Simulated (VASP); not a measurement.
GaP: single point with PBE

The system is GaP.

```xyz
2
Lattice="0.0000 2.7961 2.7961 2.7961 0.0000 2.7961 2.7961 2.7961 0.0000" Properties=species:S:1:pos:R:3 pbc="T T T"
Ga    0.0000    0.0000    0.0000
P     1.3980    1.3980    1.3980
```

```yaml
Program: VASP 6.6.1
Task: single point
Functional: PBE
Potentials_or_basis: VASP PAW PBE potentials, release 64 (Ga_d, P)
Cutoff: 520 eV
k_mesh: 6 × 6 × 6
Occupations: gaussian, width 0.01 eV
Spin: no spin polarisation
```

```yaml
Pressure: -3.2 GPa
Band_gap_on_the_k_mesh: 1.20 eV, direct
```

Levels at points of the mesh, in eV from the valence-band top:
```csv
k point,band 6,band 7,band 8,band 9,band 10,band 11,band 12,band 13
"(0.00, 0.00, 0.00)",-11.94,0.00,0.00,0.00,1.20,3.89,3.89,3.89
"(0.50, 0.00, 0.00)",-10.12,-6.22,-1.01,-1.01,1.44,4.73,4.73,8.11
"(0.50, 0.50, 0.00)",-9.32,-6.41,-2.43,-2.43,1.80,1.87,10.02,10.02
```

Run time: 56 s on 1 thread of Intel Xeon 8259CL (shared host), peak memory 0.17 GiB.

A k mesh can miss the band edges. PBE gaps usually lie below the measured ones, often by a third to a half.
